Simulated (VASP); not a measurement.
The system is KBa3.

```
CELL_PARAMETERS angstrom
0.00000 5.13016 5.13016
5.13016 0.00000 5.13016
5.13016 5.13016 0.00000
ATOMIC_POSITIONS crystal
K 0.00000 0.00000 0.00000
Ba 0.25000 0.25000 0.25000
Ba 0.75000 0.75000 0.75000
Ba 0.50000 0.50000 0.50000
```

- Program: VASP 6.6.1
- Task: relaxation of cell and atoms
- Functional: LDA
- Potentials or basis: VASP PAW LDA potentials, release 64 (K_sv, Ba_sv)
- Cutoff: 500 eV
- k mesh: 5 × 5 × 5
- Occupations: fermi-dirac, width 0.02 eV
- Spin: no spin polarisation

At the start: pressure -1.1 GPa; volume 67.51 Å³/atom.

Question: Where does the relaxation end?

Answer: Over 4 steps the energy falls by 42.1 meV/atom and the volume is 56.06 Å³/atom (-17.0 %); space group Fm-3m (No. 225, to 0.1 Å) before and after.

The path:
| step | energy change (eV) | largest force (eV/Å) | pressure (GPa) | volume (Å³) |
| --- | --- | --- | --- | --- |
| 1 | 0.0000 | 0.0000 | -1.08 | 270.04 |
| 2 | -0.0991 | 0.0000 | -0.74 | 252.69 |
| 3 | -0.1649 | 0.0000 | -0.19 | 230.67 |
| 4 | -0.1683 | 0.0000 | 0.03 | 224.24 |

Final structure:
```
K Ba
1.0
     0.00000    4.82201    4.82201
     4.82201    0.00000    4.82201
     4.82201    4.82201    0.00000
K Ba
1 3
Direct
  0.00000 0.00000 0.00000
  0.25000 0.25000 0.25000
  0.75000 0.75000 0.75000
  0.50000 0.50000 0.50000
```

Caveat: the volume moved by over 15 % at a fixed basis, so the end points are rough.
